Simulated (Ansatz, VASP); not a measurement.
# CdS in VASP and in Ansatz

File POSCAR:

```
CdS
1.0
    0.0000000000      2.8969255847      2.8969255847
    2.8969255847      0.0000000000      2.8969255847
    2.8969255847      2.8969255847      0.0000000000
Cd S
1 1
Direct
    0.0000000000      0.0000000000      0.0000000000
    0.7500000000      0.7500000000      0.7500000000
```

Contents of INCAR.step1:

```
SYSTEM = CdS
PREC = Accurate ; ENCUT = 520
EDIFF = 1E-5 ; ISMEAR = -1
SIGMA = 0.05 ; LREAL = .FALSE.
LASPH = .TRUE. ; NELM = 60
ALGO = Normal ; ISIF = 2
LWAVE = .TRUE. ; LCHARG = .FALSE.
NBANDS = 16 ; GGA = PE
```

File INCAR.step2:

```
SYSTEM = CdS
PREC = Accurate ; ENCUT = 520
EDIFF = 1E-6 ; ISMEAR = -1
SIGMA = 0.05 ; LREAL = .FALSE.
LASPH = .TRUE. ; NELM = 60
ALGO = Normal ; ISIF = 2
LWAVE = .FALSE. ; LCHARG = .FALSE.
GGA = PS ; LHFCALC = .TRUE.
AEXX = 0.25 ; HFSCREEN = 0.207
PRECFOCK = Normal ; NBANDS = 16
ISTART = 1
```

KPOINTS

```
regular mesh
0
G
  4 4 4
  0 0 0
```

The input input.yaml:

```yaml
crystal:
  lattice:
    - [0.0, 2.8969255847, 2.8969255847]
    - [2.8969255847, 0.0, 2.8969255847]
    - [2.8969255847, 2.8969255847, 0.0]
  atoms:
    - { symbol: Cd, position: [0.0, 0.0, 0.0] }
    - { symbol: S, position: [0.75, 0.75, 0.75] }
hamiltonian:
  xc:
    exchange: hjs_pbesol
    correlation: pbesol
    exx: { coeff: 0.25, omega: 0.207 }
  pseudopotentials: { kind: paw }
kpoints:
  mp_grid: { grid: [4, 4, 4] }
scf:
  occupations: { method: fermi_dirac, width: 0.05 }
output:
  forces: true
  stress: true
  eigenvalues: true
```

Alike in both runs: task single point; functional PBEsol-based screened hybrid; k mesh 4 × 4 × 4; occupations fermi-dirac, width 0.05 eV; no spin polarisation.

```csv
,VASP,Ansatz
version,VASP 6.6.1,Ansatz 0.2.0
potentials or method,"VASP PAW PBE potentials, release 64 (Cd, S)",Ansatz PAW
plane-wave cutoff (eV),520,420
valence electrons in the cell,18,26
```

|  | VASP | Ansatz | Ansatz less VASP |
| --- | --- | --- | --- |
| gap on the k mesh at the Fermi level (eV) | 2.08 | 2.07 | -0.008 |
| least direct gap on the mesh (eV) | 2.08 | 2.07 | -0.008 |
| pressure (GPa) | 1.3 | 0.9 | -0.34 |

VASP's potentials were made for PBE, not for PBEsol-based screened hybrid. With one functional, cell and mesh, what is left measures potentials, basis and numerics. VASP's potentials hold 18 valence electrons a cell and Ansatz's 26, so a difference there can come from the potentials and not from the codes.

The k mesh is coarse, so the values compare programs but aren't converged.
